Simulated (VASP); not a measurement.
Here is a VASP 6.6.1 calculation.

The input INCAR:

```
SYSTEM = Ge
PREC     = Accurate       ! precision mode
ENCUT    = 500            ! plane-wave cutoff, eV
EDIFF    = 1E-7           ! SCF threshold, eV
ISMEAR   = 0              ! smearing method
SIGMA    = 0.1            ! smearing width, eV
LREAL    = .FALSE.        ! projectors in reciprocal space
LASPH    = .TRUE.         ! aspherical terms in the spheres
NELM     = 120            ! most SCF steps
ALGO     = Normal         ! electronic algorithm
ISIF     = 3              ! what is computed and relaxed
LWAVE    = .FALSE.        ! write WAVECAR
LCHARG   = .FALSE.        ! write CHGCAR
GGA      = PE             ! functional
IBRION   = 2              ! ionic algorithm
NSW      = 90             ! ionic steps
EDIFFG   = -0.04          ! ionic threshold
GGA_COMPAT= .FALSE.      
NELMIN   = 4
```

KPOINTS

```
regular mesh
0
G
  4 4 2
  0 0 0
```

The input POSCAR:

```
Ge
1.0
    3.0233993900     -3.0587661700      0.0000000000
    3.0233993900      3.0587661700      0.0000000000
    0.0000000000      0.0000000000      8.7742586500
Ge
8
Direct
    0.7547179300      0.6304504600      0.8697669100
    0.3695495400      0.2452820700      0.1302330900
    0.8695495400      0.7452820700      0.3697669100
    0.2547179300      0.1304504600      0.6302330900
    0.1304504600      0.2547179300      0.3697669100
    0.7452820700      0.8695495400      0.6302330900
    0.2452820700      0.3695495400      0.8697669100
    0.6304504600      0.7547179300      0.1302330900
```

Potentials or basis: VASP PAW PBE potentials, release 64 (Ge_d).

Run with:

```sh
$ cat potpaw_PBE.64/Ge_d/POTCAR > POTCAR
$ mpirun -np 1 vasp_std > vasp.out
```

Task: Estimate the relaxed volume.

Result: 22.76 Å³/atom.

Task: Estimate the relaxed cell.

Result: a = 4.351 Å, b = 4.351 Å, c = 9.635 Å, α = 90.00°, β = 90.00°, γ = 93.54°.

Task: What does it give for the band gap on the k mesh?

Result: Zero (bands 56 and 57 overlap by 0.90 eV).

Task: Predict the space group after relaxing (to 0.1 Å).

Result: Ccce (No. 68).

Final structure:
```
Ge
1.0
     2.97996   -3.17021    0.00000
     2.97996    3.17021    0.00000
     0.00000    0.00000    9.63480
Ge
8
Cartesian
  4.2316 -0.3454 8.4106
  1.7283 -0.3454 1.2242
  4.7083 -0.3454 3.5932
  1.2516 -0.3454 6.0416
  1.2516 0.3454 3.5932
  4.7083 0.3454 6.0416
  1.7283 0.3454 8.4106
  4.2316 0.3454 1.2242
```

Caveat: the k points lie up to 0.36 Å⁻¹ apart in the final cell, too coarse for converged energies and pressures of a metal.
